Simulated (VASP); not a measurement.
SrAlH3:

```
Sr Al H
1.0
     4.58546    0.00000    0.00000
     0.00000    4.58546    0.00000
     0.00000    0.00000    4.58546
Sr Al H
1 1 3
Direct
  0.50000 0.50000 0.50000
  0.00000 0.00000 0.00000
  0.00000 0.50000 0.50000
  0.50000 0.00000 0.50000
  0.50000 0.50000 0.00000
```

Base run:

| Quantity | Value |
| --- | --- |
| Program | VASP 6.6.1 |
| Functional | r2SCAN |
| Potentials or basis | VASP PAW PBE potentials, release 64 (Sr_sv, Al, H) |
| Cutoff | 520 eV |
| k mesh | 5 × 5 × 5 |
| Occupations | fermi-dirac, width 0.15 eV |
| Spin | no spin polarisation |

Its results: band gap on the k mesh 0.75 eV, indirect (least direct gap 1.87 eV); pressure 0.2 GPa.

Problem. The run is repeated on the same cell with these changes: functional from r2SCAN to RPBE; further incar settings from ALGO = Normal; EDIFF = 1e-07; NBANDS = 16 to ALGO = Normal; EDIFF = 1e-06; NBANDS = 16. What comes out?

Solution. Band gap on the k mesh 0.63 eV, indirect (least direct gap 1.67 eV); pressure 1.1 GPa.

Caveats: the PAW data sets were made with another functional, which shifts forces and pressure a little.

A k mesh can miss the band edges.
